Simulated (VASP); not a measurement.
Input of a VASP 6.6.1 run:

Contents of INCAR:

```
SYSTEM = Cs
  PREC = Accurate
  ENCUT = 520
  EDIFF = 1E-6
  ISMEAR = -1
  SIGMA = 0.05
  LREAL = .FALSE.
  LASPH = .TRUE.
  NELM = 100
  ALGO = Normal
  ISIF = 2
  LWAVE = .FALSE.
  LCHARG = .FALSE.
  GGA = PE
  NBANDS = 10
```

KPOINTS

```
regular mesh
0
G
  10 10 9
  0 0 0
```

The input POSCAR:

```
Cs
1.0
    4.6692082735      0.0000000000      0.0000000000
   -2.3346041367      4.0436529804      0.0000000000
    0.0000000000      0.0000000000      4.3419617727
Cs
1
Direct
    0.0000000000      0.0000000000      0.0000000000
```

Potentials or basis: VASP PAW PBE potentials, release 64 (Cs_sv).

Run with:

```bash
$ cat potpaw_PBE.64/Cs_sv/POTCAR > POTCAR
$ mpirun -np 1 vasp_std > vasp.out
```

(1) Predict the band gap on the k mesh.

(2) Predict the pressure.

Answers

(1) zero (an odd number of electrons rules out a gap without spin polarisation).

(2) 1.3 GPa.

Caveat: spin-orbit coupling is left out, which moves the levels of the heavy elements.
